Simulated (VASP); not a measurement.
# Mg15Ge8 (a cell with a defect) in VASP: single point with PBE

Aim: the single point of Mg15Ge8 (a cell with a defect) with PBE.

Everything below comes from runs of VASP 6.6.1. Logs are shortened: lines on timing, memory, paths and dates and some standing lists are left out, and cuts for length are marked.

## 1. The cell of the first run

The cell holds a defect, 23 atoms: a = 9.035 Å, b = 9.035 Å, c = 9.035 Å, α = 60.00°, β = 60.00°, γ = 60.00°.

## 2. Single point, PBE

The input, INCAR:

```
SYSTEM = Mg15Ge8
PREC = Accurate
ENCUT = 520
EDIFF = 1E-6
ISMEAR = -1
SIGMA = 0.05
LREAL = Auto
LASPH = .TRUE.
NELM = 100
ALGO = Normal
ISIF = 2
LWAVE = .FALSE.
LCHARG = .FALSE.
GGA = PE
NBANDS = 88
```

The input, KPOINTS:

```
Automatic mesh
0
G
  2 2 2
  0 0 0
```

The input, POSCAR:

```
Mg15Ge8
1.0
    0.0000000000      6.3885880000      6.3885880000
    6.3885880000      0.0000000000      6.3885880000
    6.3885880000      6.3885880000      0.0000000000
Ge Mg
8 15
Direct
    0.0022273310     -0.0061333584      0.0110170667
    0.0011486889      0.0217112921      0.5002821437
   -0.0050579252      0.5041447343     -0.0022239656
    0.0011394537      0.4778324256      0.5002755695
    0.4995574922      0.0065826752     -0.0012882346
    0.5118951950     -0.0061554290      0.5013961614
    0.4995680579      0.4961333396     -0.0012864345
    0.4986902427      0.5040998887      0.4940601116
    0.1202116180      0.1295194650      0.1276836916
    0.3694203633      0.3778314551      0.3810852257
    0.1346697424      0.1162382830      0.6338071104
    0.3639204782      0.3869913039      0.8630670815
    0.1202045742      0.6235765243      0.1276871352
    0.3694245113      0.8726219315      0.3810765384
    0.3773249269      0.8735627497      0.8764915659
    0.6327321468      0.1181941925      0.1318997249
    0.8687148866      0.3822346190      0.3678146877
    0.6285341143      0.1295513970      0.6193381855
    0.8819116212      0.3778343509      0.8685678275
    0.6222907941      0.6286469718      0.1213904387
    0.9390010750      0.8118540435      0.4382971636
    0.6285460105      0.6235469403      0.6193482034
    0.8818833677      0.8726864997      0.8685758888
```

Potentials or basis: VASP PAW PBE potentials, release 64 (Ge_d, Mg).

On the command line:

```sh
$ cat potpaw_PBE.64/Ge_d/POTCAR potpaw_PBE.64/Mg/POTCAR > POTCAR
$ mpirun -np 1 vasp_std > vasp.out
```

OUTCAR:

```text
SYSTEM = Mg15Ge8
   PREC = Accurate
   ENCUT = 520
   EDIFF = 1E-6
   ISMEAR = -1
   LREAL = Auto
   LASPH = .TRUE.
   NELM = 100
   ISIF = 2
   GGA = PE

 ion  position               nearest neighbor table
   1  0.002  0.994  0.011-  16 2.73  13 2.73   9 2.73  15 2.77  11 2.78  23 2.83  19 2.83  21 3.21

   2  0.001  0.022  0.500-  21 2.58  17 2.67  11 2.68  14 2.73  23 2.73   9 2.75  18 2.75
   3  0.995  0.504  0.998-  23 2.72  19 2.72  12 2.72  17 2.73  20 2.75  13 2.76   9 2.76
   4  0.001  0.478  0.500-  21 2.58  17 2.67  11 2.68  10 2.73  19 2.73  13 2.75  22 2.75
   5  0.500  0.007  0.999-  15 2.79  20 2.79  16 2.79   9 2.80  18 2.80  12 2.81  23 2.82  14 2.82

   6  0.512  0.994  0.501-  16 2.73  18 2.73  22 2.73  15 2.77  11 2.78  10 2.83  14 2.84  21 3.21

   7  0.500  0.496  0.999-  15 2.78  20 2.79  16 2.79  13 2.80  22 2.80  12 2.81  19 2.82  10 2.82
[... 15 lines left out ...]
                            22 3.24  18 3.24
  16  0.633  0.118  0.132-   1 2.73   6 2.73   7 2.79   5 2.79  19 3.25  10 3.25  23 3.25  14 3.25
                            12 3.43
  17  0.869  0.382  0.368-   4 2.67   2 2.67   8 2.73   3 2.73  20 3.15  13 3.15  22 3.15   9 3.15
                            18 3.15  11 3.40
  18  0.629  0.130  0.619-   6 2.73   2 2.75   8 2.76   5 2.80  17 3.15  10 3.18  12 3.20  23 3.21
                            15 3.24  21 3.29
  19  0.882  0.378  0.869-   3 2.72   4 2.73   7 2.82   1 2.83  11 3.17   9 3.18  22 3.21  20 3.22
                            16 3.25
  20  0.622  0.629  0.121-   3 2.75   8 2.75   7 2.79   5 2.79  15 3.13  17 3.15  23 3.22  19 3.22
                            14 3.22  10 3.22
  21  0.939  0.812  0.438-   2 2.58   4 2.58   6 3.21   1 3.21  18 3.29  22 3.29   9 3.29  13 3.29

  22  0.629  0.624  0.619-   6 2.73   4 2.75   8 2.76   7 2.80  17 3.15  14 3.18  12 3.20  19 3.21
                            15 3.24  21 3.29
  23  0.882  0.873  0.869-   3 2.72   2 2.73   5 2.82   1 2.83  11 3.17  13 3.18  18 3.21  20 3.22
                            16 3.25

  LATTYP: Found a face centered cubic cell.
 ALAT       =    12.7771760000

  Lattice vectors:

 A1 = (   0.0000000000,   6.3885880000,   6.3885880000)
 A2 = (   6.3885880000,   0.0000000000,   6.3885880000)
 A3 = (   6.3885880000,   6.3885880000,   0.0000000000)

Analysis of symmetry for initial positions (statically):
=====================================================================
 Subroutine PRICEL returns:
 Original cell was already a primitive cell.

 Routine SETGRP: Setting up the symmetry group for a
 face centered cubic supercell.

 Subroutine GETGRP returns: Found  1 space group operations
 (whereof  1 operations were pure point group operations)
 out of a pool of 48 trial point group operations.

The static configuration has the point symmetry C_1 .

Analysis of symmetry for dynamics (positions and initial velocities):
=====================================================================
 Subroutine PRICEL returns:
 Original cell was already a primitive cell.

 Routine SETGRP: Setting up the symmetry group for a
 face centered cubic supercell.

 Subroutine GETGRP returns: Found  1 space group operations
 (whereof  1 operations were pure point group operations)
 out of a pool of 48 trial point group operations.

The dynamic configuration has the point symmetry C_1 .

 Subroutine INISYM returns: Found  1 space group operations
 (whereof  1 operations are pure point group operations),
 and found     1 'primitive' translations

----------------------------------------------------------------------------------------

                                     Primitive cell

  volume of cell :     521.4884

  direct lattice vectors                    reciprocal lattice vectors
     0.000000000  6.388588000  6.388588000    -0.078264555  0.078264555  0.078264555
     6.388588000  0.000000000  6.388588000     0.078264555 -0.078264555  0.078264555
     6.388588000  6.388588000  0.000000000     0.078264555  0.078264555 -0.078264555

  length of vectors
     9.034827794  9.034827794  9.034827794     0.135558187  0.135558187  0.135558187

  position of ions in fractional coordinates (direct lattice)
     0.002227331  0.993866642  0.011017067
     0.001148689  0.021711292  0.500282144
     0.994942075  0.504144734  0.997776034
     0.001139454  0.477832426  0.500275569
     0.499557492  0.006582675  0.998711765
     0.511895195  0.993844571  0.501396161
[... 15 lines left out ...]
     0.628546011  0.623546940  0.619348203
     0.881883368  0.872686500  0.868575889

  ion indices of the primitive-cell ions
   primitive index   ion index
                 1           1
                 2           2
                 3           3
                 4           4
                 5           5
                 6           6
[... 15 lines left out ...]
                22          22
                23          23

----------------------------------------------------------------------------------------

 KPOINTS: Automatic mesh

Automatic generation of k-mesh.
 Grid dimensions read from file:
 generate k-points for:    2    2    2

 Generating k-lattice:

  Cartesian coordinates                     Fractional coordinates (reciprocal lattice)
    -0.039132278  0.039132278  0.039132278     0.500000000  0.000000000  0.000000000
     0.039132278 -0.039132278  0.039132278     0.000000000  0.500000000  0.000000000
     0.039132278  0.039132278 -0.039132278     0.000000000  0.000000000  0.500000000

  Length of vectors
     0.067779093  0.067779093  0.067779093

  Shift w.r.t. Gamma in fractional coordinates (k-lattice)
     0.000000000  0.000000000  0.000000000

 Subroutine IBZKPT returns following result:
 ===========================================

 Found      8 irreducible k-points:

 Following reciprocal coordinates:
            Coordinates               Weight
  0.000000  0.000000  0.000000      1.000000
  0.500000  0.000000  0.000000      1.000000
  0.000000  0.500000  0.000000      1.000000
  0.000000  0.000000  0.500000      1.000000
  0.500000  0.500000  0.500000      1.000000
  0.500000  0.500000  0.000000      1.000000
  0.000000  0.500000  0.500000      1.000000
  0.500000  0.000000  0.500000      1.000000
   k-points           NKPTS =      8   k-points in BZ     NKDIM =      8   number of bands    NBANDS=     88
   number of dos      NEDOS =    301   number of ions     NIONS =     23
   total plane-waves  NPLWV = 343000
   dimension x,y,z NGX =    70 NGY =   70 NGZ =   70
   dimension x,y,z NGXF=   140 NGYF=  140 NGZF=  140
   ions per type =               8  15
   NGX,Y,Z   is equivalent  to a cutoff of  12.88, 12.88, 12.88 a.u.
   NGXF,Y,Z  is equivalent  to a cutoff of  25.76, 25.76, 25.76 a.u.
 SYSTEM =  Mg15Ge8
   PREC   = accura    normal or accurate (medium, high low for compatibility)
   ISTART =      0    job   : 0-new  1-cont  2-samecut
   ICHARG =      2    charge: 1-file 2-atom 10-const
   ISPIN  =      1    spin polarized calculation?
   LNONCOLLINEAR =      F non collinear calculations
   LSORBIT =      F    spin-orbit coupling
   LASPH  =      T    aspherical Exc in radial PAW
   ENCUT  =  520.0 eV  38.22 Ry    6.18 a.u.  16.80 16.80 16.80*2*pi/ulx,y,z
   NELM   =    100;   NELMIN=  2; NELMDL= -5     # of ELM steps
   EDIFF  = 0.1E-05   stopping-criterion for ELM
   LREAL  =      T    real-space projection
   EDIFFG = 0.1E-04   stopping-criterion for IOM
   NSW    =      0    number of steps for IOM
   IBRION =     -1    ionic relax: 0-MD 1-quasi-New 2-CG
   NFREE  =      0    steps in history (QN), initial steepest desc. (CG)
   ISIF   =      2    stress and relaxation
   ISYM   =      2    0-nonsym 1-usesym 2-fastsym
   POTIM  = 0.5000    time-step for ionic-motion
   TEBEG  =    0.0;   TEEND  =   0.0 temperature during run
   PSTRESS=    0.0 pullay stress
   NELECT =     142.0000    total number of electrons
   NUPDOWN=      -1.0000    fix difference up-down
   EMIN   =  10.00;   EMAX   =-10.00  energy-range for DOS
   EFERMI =   0.00;   METHOD = LEGACY
   ISMEAR =    -1;   SIGMA  =   0.05  broadening in eV -4-tet -1-fermi 0-gaus
   EFERMI_NEDOS =   21; number of points for ismear=-14 and -15
   IALGO  =     38    algorithm
   IMIX   =      4    mixing-type and parameters
     AMIX     =   0.40;   BMIX     =  1.00
     AMIX_MAG =   1.60;   BMIX_MAG =  1.00
  volume/ion in A,a.u.               =      22.67       153.01
  Fermi-wavevector in a.u.,A,eV,Ry     =   1.061099  2.005187 15.319234  1.125932
  Thomas-Fermi vector in A             =   2.196504
   LORBIT       =      0    0 simple, 1 ext, 2 COOP (PROOUT), +10 PAW based schemes
   GGA     = PE    functional components
   LHFCALC =     F    Hartree Fock is set to
   AEXX    =    0.0000 exact exchange contribution
   IVDW    =     0    specifies the selected vdW correction
   LEPSILON=     F    determine dielectric tensor
   LRPA    =     F    only Hartree local field effects (RPA)
 non-spin polarized calculation
  energy-cutoff  :      520.00
  volume of cell :      521.49
 maximum number of plane-waves:     14163
 NGX is ok and might be reduce to    70
   NGX = 33   NGY = 33   NGZ = 33

 number of electron     141.9999979 magnetization

 Free energy of the ion-electron system (eV)
  ---------------------------------------------------
  ext. energy  EPLUGINS =         0.00000000
  ---------------------------------------------------
  free energy    TOTEN  =       -62.37087231 eV

  energy without entropy =      -62.28599469  energy(sigma->0) =      -62.32843350

 E-fermi :   3.0324     XC(G=0):  -8.9087

 val. band max:        2.9603299558   @ k =   0.5000   0.0000   0.0000
 cond. band min:       3.0563010541   @ k =   0.0000   0.0000   0.5000
 fundamental gap:      0.0959710983
 Fermi energy:         3.0323658688

 k-point     1 :       0.0000    0.0000    0.0000
  band No.  band energies     occupation
      1     -20.4992      2.00000
      2     -20.4981      2.00000
      3     -20.4965      2.00000
      4     -20.4965      2.00000
      5     -20.4947      2.00000
      6     -20.4937      2.00000
[... 677 lines left out ...]
     82       6.1923      0.00000
     83       7.0161      0.00000
 [bands above 83 left out]

------------------------ aborting loop because EDIFF is reached ----------------------------------------

  FORCE on cell =-STRESS in cart. coord.  units (eV):
  Direction    XX          YY          ZZ          XY          YZ          ZX
  --------------------------------------------------------------------------------------
  -------------------------------------------------------------------------------------
  Total        1.9653990     -0.0907994      1.9631340     -0.0002947      0.0036667      1.9458617
  in kB        6.0383276     -0.2789644      6.0313688     -0.0009054      0.0112652      5.9783030
  external PRESSURE =       3.9302440 kB  Pullay stress =       0.0000000 kB

 VOLUME and BASIS-vectors are now :
 -----------------------------------------------------------------------------
  energy-cutoff  :      520.00
  volume of cell :      521.49
      direct lattice vectors                 reciprocal lattice vectors
     0.000000000  6.388588000  6.388588000    -0.078264555  0.078264555  0.078264555
     6.388588000  0.000000000  6.388588000     0.078264555 -0.078264555  0.078264555
     6.388588000  6.388588000  0.000000000     0.078264555  0.078264555 -0.078264555

 POSITION                                       TOTAL-FORCE (eV/Angst)
 -----------------------------------------------------------------------------------
      6.41979      0.08461      6.36363         0.012354      0.052497     -0.011837
      3.33480      3.20343      0.14604        -0.029926      0.038133     -0.029332
      9.59515     12.73065      9.57705         0.007366      0.005699     -0.008372
      6.24873      3.20333      3.05995         0.030746      0.038814      0.031508
      6.42241      9.57182      3.23352         0.006964      0.013066      0.007166
      9.55248      6.47350      9.61955        -0.011650      0.051956      0.011375
[... 15 lines left out ...]
      7.94035      7.97228      7.99911         0.000744      0.022286     -0.009256
     11.12421     11.18296     11.20922        -0.014235      0.018192     -0.010356
 -----------------------------------------------------------------------------------
    total drift:                                0.001115     -0.001516      0.003369

  FREE ENERGIE OF THE ION-ELECTRON SYSTEM (eV)
  ---------------------------------------------------
  free  energy   TOTEN  =       -62.3708723070 eV

  energy  without entropy=      -62.2859946934  energy(sigma->0) =      -62.32843350
```

Wall time 8.8 min (1 thread of Intel Xeon Platinum 8488C (Sapphire Rapids), shared host); peak memory 0.78 GiB.

What came out:

```
Free energy            : -62.3709 eV
Pressure               : 0.4 GPa
Largest force          : 0.475 eV/Å
Band gap on the k mesh : zero (bands 71 and 72 overlap by 0.61 eV)
```

Forces in eV/Å, atoms in the order of the input:
```
Ge   0.012  0.052 -0.012
Ge  -0.030  0.038 -0.029
Ge   0.007  0.006 -0.008
Ge   0.031  0.039  0.032
Ge   0.007  0.013  0.007
Ge  -0.012  0.052  0.011
Ge  -0.008  0.013 -0.008
Ge  -0.007  0.006  0.007
Mg  -0.001  0.022  0.009
Mg   0.014  0.018  0.011
Mg   0.000  0.018  0.000
Mg   0.000  0.012  0.000
Mg  -0.009  0.023  0.001
Mg  -0.010  0.018 -0.014
Mg   0.000  0.004  0.000
Mg   0.000 -0.010  0.000
Mg  -0.001  0.033  0.000
Mg   0.009  0.023 -0.001
Mg   0.011  0.018  0.015
Mg   0.000  0.037  0.000
Mg  -0.001 -0.475 -0.001
Mg   0.001  0.022 -0.009
Mg  -0.014  0.018 -0.010
```

Stress tensor (GPa, compression positive):
```
 0.60  0.00  0.60
 0.00 -0.03  0.00
 0.60  0.00  0.60
```

Levels at points of the mesh, in eV from the Fermi level:
```csv
k point,band 67,band 68,band 69,band 70,band 71,band 72,band 73,band 74,band 75,band 76
"(0.00, 0.00, 0.00)",-0.29,-0.27,-0.14,0.26,0.30,0.30,0.54,0.59,0.63,0.85
"(0.50, 0.00, 0.00)",-1.00,-0.91,-0.17,-0.14,-0.07,0.02,1.28,1.29,1.32,1.42
"(0.00, 0.50, 0.00)",-0.95,-0.94,-0.20,-0.10,0.05,0.05,1.22,1.38,1.40,1.43
"(0.00, 0.00, 0.50)",-1.00,-0.91,-0.17,-0.14,-0.07,0.02,1.28,1.29,1.32,1.42
"(0.50, 0.50, 0.50)",-0.95,-0.94,-0.20,-0.10,0.05,0.05,1.22,1.38,1.40,1.43
"(0.50, 0.50, 0.00)",-0.82,-0.80,-0.59,-0.45,-0.33,-0.31,1.69,1.78,2.04,2.06
"(0.00, 0.50, 0.50)",-0.82,-0.80,-0.59,-0.45,-0.33,-0.31,1.69,1.78,2.04,2.06
"(0.50, 0.00, 0.50)",-0.85,-0.75,-0.66,-0.48,-0.42,-0.24,1.68,1.79,2.06,2.06
```

Caveat: the k points lie up to 0.43 Å⁻¹ apart, too coarse for converged energies and pressures of a metal.

The gap in the log of VASP goes by the Fermi energy; the results here count the filled bands.